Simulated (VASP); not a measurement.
# NbTe (P-6m2) in VASP: further runs

The runs below take NbTe through single point, relaxation of cell and atoms, with PBE, PBEsol+D3(BJ), RPBE+D3(BJ), PBEsol.

Everything below comes from runs of VASP 6.6.1. Logs are shortened: lines on timing, memory, paths and dates and some standing lists are left out, and cuts for length are marked.

## Step 1: The cell of the first run

It takes space group P-6m2 (No. 187, hexagonal). The conventional cell has a = 3.703 Å, b = 3.703 Å, c = 3.694 Å, α = 90.00°, β = 90.00°, γ = 120.00°. Within 3.8 Å of Te (site symmetry -6m2) lie 6 Nb at 2.83 Å and 8 Te at 3.69 to 3.70 Å. Nb (site symmetry -6m2) has 6 Te at 2.83 Å and 8 Nb at 3.69 to 3.70 Å within 3.8 Å.

## Step 2: Single point, PBE

INCAR reads:

```
SYSTEM = NbTe
ALGO = Normal
EDIFF = 1E-7
ENCUT = 520
GGA = PE
ISIF = 2
ISMEAR = 0
LASPH = .TRUE.
LCHARG = .TRUE.
LELF = .TRUE.
LREAL = .FALSE.
LVHAR = .TRUE.
LWAVE = .FALSE.
NBANDS = 16
NELM = 100
PREC = Accurate
SIGMA = 0.03
```

KPOINTS reads:

```
k-points
0
G
  8 8 7
  0 0 0
```

POSCAR reads:

```
NbTe
1.0
    3.7029743866      0.0000000000      0.0000000000
   -1.8514871933      3.2068698884      0.0000000000
    0.0000000000      0.0000000000      3.6942110000
Te Nb
1 1
Direct
    0.6666666667      0.3333333333      0.0000000000
    0.0000000000      0.0000000000      0.5000000000
```

Potentials or basis: VASP PAW PBE potentials, release 64 (Te, Nb_sv).

On the command line:

```
$ cat potpaw_PBE.64/Te/POTCAR potpaw_PBE.64/Nb_sv/POTCAR > POTCAR
$ mpirun -np 1 vasp_std > vasp.out
```

OUTCAR:

```text
SYSTEM = NbTe
   EDIFF = 1E-7
   ENCUT = 520
   GGA = PE
   ISIF = 2
   ISMEAR = 0
   LASPH = .TRUE.
   LREAL = .FALSE.
   NELM = 100
   PREC = Accurate

 ion  position               nearest neighbor table
   1  0.667  0.333  0.000-   2 2.83   2 2.83   2 2.83   2 2.83   2 2.83   2 2.83
   2  0.000  0.000  0.500-   1 2.83   1 2.83   1 2.83   1 2.83   1 2.83   1 2.83

  LATTYP: Found a hexagonal cell.
 ALAT       =     3.7029743866
 C/A-ratio  =     0.9976334196

  Lattice vectors:

 A1 = (   3.7029743866,   0.0000000000,   0.0000000000)
 A2 = (  -1.8514871933,   3.2068698884,   0.0000000000)
 A3 = (   0.0000000000,   0.0000000000,   3.6942110000)

Analysis of symmetry for initial positions (statically):
=====================================================================
 Subroutine PRICEL returns:
 Original cell was already a primitive cell.

 Routine SETGRP: Setting up the symmetry group for a
 hexagonal supercell.

 Subroutine GETGRP returns: Found 12 space group operations
 (whereof 12 operations were pure point group operations)
 out of a pool of 24 trial point group operations.

The static configuration has the point symmetry D_3h.

Analysis of symmetry for dynamics (positions and initial velocities):
=====================================================================
 Subroutine PRICEL returns:
 Original cell was already a primitive cell.

 Routine SETGRP: Setting up the symmetry group for a
 hexagonal supercell.

 Subroutine GETGRP returns: Found 12 space group operations
 (whereof 12 operations were pure point group operations)
 out of a pool of 24 trial point group operations.

The dynamic configuration has the point symmetry D_3h.

 Subroutine INISYM returns: Found 12 space group operations
 (whereof 12 operations are pure point group operations),
 and found     1 'primitive' translations

----------------------------------------------------------------------------------------

                                     Primitive cell

  volume of cell :      43.8686

  direct lattice vectors                    reciprocal lattice vectors
     3.702974387  0.000000000  0.000000000     0.270053178  0.155915275  0.000000000
    -1.851487193  3.206869888  0.000000000     0.000000000  0.311830550  0.000000000
     0.000000000  0.000000000  3.694211000     0.000000000  0.000000000  0.270693796

  length of vectors
     3.702974387  3.702974387  3.694211000     0.311830550  0.311830550  0.270693796
[... 80 lines left out ...]
   NELM   =    100;   NELMIN=  2; NELMDL= -5     # of ELM steps
   EDIFF  = 0.1E-06   stopping-criterion for ELM
   LREAL  =      F    real-space projection
   EDIFFG = 0.1E-05   stopping-criterion for IOM
   NSW    =      0    number of steps for IOM
   IBRION =     -1    ionic relax: 0-MD 1-quasi-New 2-CG
   NFREE  =      0    steps in history (QN), initial steepest desc. (CG)
   ISIF   =      2    stress and relaxation
   ISYM   =      2    0-nonsym 1-usesym 2-fastsym
   POTIM  = 0.5000    time-step for ionic-motion
   TEBEG  =    0.0;   TEEND  =   0.0 temperature during run
   PSTRESS=    0.0 pullay stress
   NELECT =      19.0000    total number of electrons
   NUPDOWN=      -1.0000    fix difference up-down
   EMIN   =  10.00;   EMAX   =-10.00  energy-range for DOS
   EFERMI =   0.00;   METHOD = LEGACY
   ISMEAR =     0;   SIGMA  =   0.03  broadening in eV -4-tet -1-fermi 0-gaus
   EFERMI_NEDOS =   21; number of points for ismear=-14 and -15
   IALGO  =     38    algorithm
   IMIX   =      4    mixing-type and parameters
     AMIX     =   0.40;   BMIX     =  1.00
     AMIX_MAG =   1.60;   BMIX_MAG =  1.00
  volume/ion in A,a.u.               =      21.93       148.02
  Fermi-wavevector in a.u.,A,eV,Ry     =   1.238630  2.340671 20.874103  1.534203
  Thomas-Fermi vector in A             =   2.373147
   LORBIT       =      0    0 simple, 1 ext, 2 COOP (PROOUT), +10 PAW based schemes
   GGA     = PE    functional components
   LHFCALC =     F    Hartree Fock is set to
   AEXX    =    0.0000 exact exchange contribution
   IVDW    =     0    specifies the selected vdW correction
   LEPSILON=     F    determine dielectric tensor
   LRPA    =     F    only Hartree local field effects (RPA)
 non-spin polarized calculation
 Gauss-broadening in eV      SIGMA  =   0.03
  energy-cutoff  :      520.00
  volume of cell :       43.87
 maximum number of plane-waves:      1190
 NGX is ok and might be reduce to    28
   NGX = 13   NGY = 13   NGZ = 13

 number of electron      18.9999998 magnetization

 Free energy of the ion-electron system (eV)
  ---------------------------------------------------
  ext. energy  EPLUGINS =         0.00000000
  ---------------------------------------------------
  free energy    TOTEN  =       -13.63442704 eV

  energy without entropy =      -13.63338415  energy(sigma->0) =      -13.63390559

 E-fermi :  11.0632     XC(G=0): -11.2768

 val. band max:       11.0526616494   @ k =   0.1250  -0.0000   0.2857
 cond. band min:      11.0815431658   @ k =   0.2500   0.1250   0.2857
 fundamental gap:      0.0288815165
 Fermi energy:        11.0632081806

 k-point     1 :       0.0000    0.0000    0.0000
  band No.  band energies     occupation
      1     -44.5598      2.00000
      2     -20.7469      2.00000
      3     -20.5648      2.00000
      4     -20.5648      2.00000
      5      -3.2130      2.00000
      6       7.8797      2.00000
[... 433 lines left out ...]
      3     -20.6663      2.00000
      4     -20.5834      2.00000
      5      -1.5443      2.00000
      6       4.8039      2.00000
[... 8 lines left out ...]
     15      17.3064      0.00000
     16      19.6417      0.00000

 [... further k-points ...]

------------------------ aborting loop because EDIFF is reached ----------------------------------------

  FORCE on cell =-STRESS in cart. coord.  units (eV):
  Direction    XX          YY          ZZ          XY          YZ          ZX
  --------------------------------------------------------------------------------------
  -------------------------------------------------------------------------------------
  Total       -0.3296518     -0.3296518     -0.0446405      0.0000000     -0.0000000     -0.0000000
  in kB      -12.0396056    -12.0396056     -1.6303705      0.0000000     -0.0000000     -0.0000000
  external PRESSURE =      -8.5698606 kB  Pullay stress =       0.0000000 kB

 VOLUME and BASIS-vectors are now :
 -----------------------------------------------------------------------------
  energy-cutoff  :      520.00
  volume of cell :       43.87
      direct lattice vectors                 reciprocal lattice vectors
     3.702974387  0.000000000  0.000000000     0.270053178  0.155915275  0.000000000
    -1.851487193  3.206869888  0.000000000     0.000000000  0.311830550  0.000000000
     0.000000000  0.000000000  3.694211000     0.000000000  0.000000000  0.270693796

 POSITION                                       TOTAL-FORCE (eV/Angst)
 -----------------------------------------------------------------------------------
      1.85149      1.06896      0.00000         0.000000      0.000000      0.000000
      0.00000      0.00000      1.84711        -0.000000      0.000000      0.000000
 -----------------------------------------------------------------------------------
    total drift:                               -0.000000      0.000000      0.000000

  FREE ENERGIE OF THE ION-ELECTRON SYSTEM (eV)
  ---------------------------------------------------
  free  energy   TOTEN  =       -13.6344270361 eV

  energy  without entropy=      -13.6333841475  energy(sigma->0) =      -13.63390559
```

Run time: 31 s. Hardware: 1 thread of Intel Xeon Platinum 8488C (Sapphire Rapids), shared host; peak memory 0.17 GiB.

What came out:

- Free energy: -13.6344 eV
- Pressure: -0.9 GPa
- Band gap on the k mesh: zero (an odd number of electrons rules out a gap without spin polarisation)

Levels at points of the mesh, in eV from the Fermi level:
```tsv
k point	band 8	band 9	band 10	band 11	band 12	band 13
(0.00, 0.00, 0.00)	-3.02	-2.37	0.10	0.10	2.41	2.41
(0.50, 0.00, 0.00)	-2.66	-2.63	-0.23	1.19	1.46	2.99
```

Caveat: spin-orbit coupling is left out, which moves the levels of the heavy elements.

## Step 3: Relaxation of cell and atoms, PBEsol+D3(BJ)

INCAR reads:

```
SYSTEM = NbTe
ALGO     = Normal         ! electronic algorithm
EDIFF    = 1E-6           ! SCF threshold, eV
EDIFFG   = -0.01          ! ionic threshold
ENCUT    = 600            ! plane-wave cutoff, eV
GGA      = PS             ! functional
IBRION   = 2              ! ionic algorithm
ISIF     = 3              ! what is computed and relaxed
ISMEAR   = -1             ! smearing method
IVDW     = 12             ! dispersion correction
LASPH    = .TRUE.         ! aspherical terms in the spheres
LCHARG   = .FALSE.        ! write CHGCAR
LREAL    = .FALSE.        ! projectors in reciprocal space
LWAVE    = .FALSE.        ! write WAVECAR
NELM     = 80             ! most SCF steps
NSW      = 60             ! ionic steps
PREC     = Accurate       ! precision mode
SIGMA    = 0.05           ! smearing width, eV
```

KPOINTS is that of step 2.

POSCAR is that of step 2.

Potentials or basis: VASP PAW PBE potentials, release 64 (Te, Nb_sv).

On the command line:

```
$ cat potpaw_PBE.64/Te/POTCAR potpaw_PBE.64/Nb_sv/POTCAR > POTCAR
$ mpirun -np 1 vasp_std > vasp.out
```

Run time: 2.8 min. Hardware: 1 thread of Intel Xeon Platinum 8488C (Sapphire Rapids), shared host; peak memory 0.21 GiB.

It converged, with:

```yaml
Free_energy: -16.2437 eV
Relaxed_volume: 20.14 Å³/atom
Relaxed_cell: a = 3.568 Å, b = 3.568 Å, c = 3.654 Å, α = 90.00°, β = 90.00°, γ = 120.00°
Space_group_after_relaxing_to_0.1_Å: P-6m2 (No. 187)
Energy_gained_by_relaxing: 60.4 meV/atom
Ionic_steps: 11
Pressure_after_relaxing: 0.0 GPa
Band_gap_on_the_k_mesh: zero (an odd number of electrons rules out a gap without spin polarisation)
Dispersion_energy_per_atom: -0.683 eV
```

The path:
| step | energy change (eV) | largest force (eV/Å) | pressure (GPa) | volume (Å³) |
| --- | --- | --- | --- | --- |
| 1 | 0.0000 | 0.0000 | -9.98 | 43.87 |
| 2 | 0.2121 | 0.0000 | 24.66 | 35.75 |
| 3 | -0.1135 | 0.0000 | -0.43 | 40.60 |
| 4 | -0.1137 | 0.0000 | -0.08 | 40.51 |
| 5 | -0.1137 | 0.0000 | 0.16 | 40.44 |
| 6 | -0.1197 | 0.0000 | 0.20 | 40.30 |
| 7 | -0.1206 | 0.0000 | 0.28 | 40.21 |
| 8 | -0.1206 | 0.0000 | 0.28 | 40.22 |
| 9 | -0.1206 | 0.0000 | 0.26 | 40.21 |
| 10 | -0.1205 | 0.0000 | -0.42 | 40.40 |
| 11 | -0.1207 | 0.0000 | 0.00 | 40.28 |

Final structure:
```
CELL_PARAMETERS angstrom
3.56764 0.00000 0.00000
-1.78382 3.08966 0.00000
0.00000 0.00000 3.65422
ATOMIC_POSITIONS crystal
Te 0.66667 0.33333 0.00000
Nb 0.00000 0.00000 0.50000
```

Levels at points of the mesh, in eV from the Fermi level:
```
           k point  band 7  band 8  band 9  band 10  band 11  band 12  band 13
(0.00, 0.00, 0.00)   -3.21   -3.21   -2.59     0.13     0.13     2.79     2.79
(0.50, 0.00, 0.00)   -4.28   -3.02   -2.51    -0.26     1.47     1.87     3.21
```

Caveat: the PAW data sets were made with another functional, which shifts forces and pressure a little; spin-orbit coupling is left out, which moves the levels of the heavy elements.

## Step 4: Relaxation of cell and atoms, RPBE+D3(BJ)

INCAR reads:

```
SYSTEM = NbTe
PREC = Accurate ; ENCUT = 600
EDIFF = 1E-7 ; ISMEAR = -1
SIGMA = 0.05 ; LREAL = .False.
LASPH = .True. ; NELM = 60
ALGO = Normal ; ISIF = 3
LWAVE = .False. ; LCHARG = .False.
GGA = RP ; IVDW = 12
IBRION = 2 ; NSW = 60
EDIFFG = -0.01
```

KPOINTS reads:

```
Automatic mesh
0
Gamma
  8 8 7
  0 0 0
```

POSCAR is that of step 3.

On the command line:

```
$ cat potpaw_PBE.64/Te/POTCAR potpaw_PBE.64/Nb_sv/POTCAR > POTCAR
$ mpirun -np 1 vasp_std > vasp.out
```

It took 6.3 min on 1 thread of Intel Xeon Platinum 8488C (Sapphire Rapids), shared host; peak memory 0.21 GiB.

The run converged. Its results:

```yaml
Free_energy: -20.8210 eV
Relaxed_volume: 16.59 Å³/atom
Relaxed_cell: a = 3.110 Å, b = 3.110 Å, c = 3.960 Å, α = 90.00°, β = 90.00°, γ = 120.00°
Space_group_after_relaxing_to_0.1_Å: P-6m2 (No. 187)
Pressure_after_relaxing: 0.0 GPa
Band_gap_on_the_k_mesh: zero (an odd number of electrons rules out a gap without spin polarisation)
Dispersion_energy_per_atom: -4.818 eV
```

Stress tensor (GPa, compression positive):
```
-0.08  0.00  0.00
 0.00 -0.08  0.00
 0.00  0.00  0.03
```

Final structure:
```
CELL_PARAMETERS angstrom
3.11030 0.00000 0.00000
-1.55515 2.69360 0.00000
0.00000 0.00000 3.96014
ATOMIC_POSITIONS crystal
Te 0.66667 0.33333 0.00000
Nb 0.00000 0.00000 0.50000
```

Levels at points of the mesh, in eV from the Fermi level:
```
           k point  band 7  band 8  band 9  band 10  band 11  band 12
(0.00, 0.00, 0.00)   -4.34   -1.75   -1.75     0.89     0.89     4.50
(0.50, 0.00, 0.00)   -5.84   -3.60   -0.92     0.06     2.74     3.40
```

Caveat: the volume moved by over 15 % at a fixed basis, so the end points are rough; the PAW data sets were made with another functional, which shifts forces and pressure a little; spin-orbit coupling is left out, which moves the levels of the heavy elements.

(Part 1 of 2 ends here.)
